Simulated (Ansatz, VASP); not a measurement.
# One calculation of HfO2, two programs

```
CELL_PARAMETERS angstrom
3.86783 0.00000 0.00000
0.00000 3.86783 0.00000
0.00000 0.00000 4.81789
ATOMIC_POSITIONS crystal
Hf 0.00000 0.00000 0.00000
Hf 0.50000 0.50000 0.50000
O 0.00000 0.50000 0.29000
O 0.50000 0.00000 0.21000
O 0.50000 0.00000 0.71000
O 0.00000 0.50000 0.79000
```

Alike in both runs: task single point; functional PBE; k mesh 6 × 6 × 4; occupations gaussian, width 0.1 eV; no spin polarisation.

|  | VASP | Ansatz |
| --- | --- | --- |
| version | VASP 6.6.1 | Ansatz 0.2.0 |
| potentials or method | VASP PAW PBE potentials, release 64 (Hf_pv, O), cutoff 600 eV | scalar-relativistic, plane waves, PAW |
| valence electrons in the cell | 44 | 76 |

```csv
,VASP,Ansatz,Ansatz less VASP
gap on the k mesh at the Fermi level (eV),2.41,2.45,+0.039
least direct gap on the mesh (eV),2.41,2.45,+0.038
pressure (GPa),-17.9,-15.0,+2.96
rms of the force components (eV/Å),0.071,0.059,-0.0123
```

VASP's potentials hold 44 valence electrons a cell and Ansatz's 76, so a difference there can come from the potentials and not from the codes.

Spin-orbit coupling is off throughout.
